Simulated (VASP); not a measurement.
Here is a VASP 6.6.1 calculation.

The input INCAR:

```
PREC = Accurate ; ENCUT = 520
EDIFF = 1E-6 ; ISMEAR = 0
SIGMA = 0.1 ; LREAL = False
LASPH = True ; NELM = 80
ALGO = Normal ; ISIF = 2
LWAVE = False ; LCHARG = True
GGA = PE ; LELF = True
LVHAR = True ; NBANDS = 17
```

Contents of KPOINTS:

```
Automatic mesh
0
Gamma
  6 6 2
```

POSCAR

```
MgI
1.0
    5.1185830579      0.0000000000      0.0000000000
   -2.5592915290      4.4328229596      0.0000000000
    0.0000000000      0.0000000000      8.3666405438
Mg I
2 2
Direct
    0.3333333333      0.6666666667      0.3760590417
    0.6666666667      0.3333333333      0.8760590417
    0.3333333333      0.6666666667     -0.0029241117
    0.6666666667      0.3333333333      0.4970758883
```

Potentials or basis: VASP PAW PBE potentials, release 64 (Mg, I).

Run with:

```bash
$ cat potpaw_PBE.64/Mg/POTCAR potpaw_PBE.64/I/POTCAR > POTCAR
$ mpirun -np 1 vasp_std > vasp.out
```

**Question.** Estimate the band gap on the k mesh.

**Answer.** Zero (bands 9 and 10 overlap by 1.42 eV).

**Question.** Predict the largest force.

**Answer.** 0.020 eV/Å.

**Question.** Estimate the pressure.

**Answer.** 0.1 GPa.

Forces on the atoms (eV/Å):
```
Mg   0.000  0.000  0.020
Mg   0.000  0.000  0.020
I    0.000  0.000 -0.020
I    0.000  0.000 -0.020
```

Caveat: the k points lie up to 0.38 Å⁻¹ apart, too coarse for converged energies and pressures of a metal; spin-orbit coupling is left out, which moves the levels of the heavy elements.
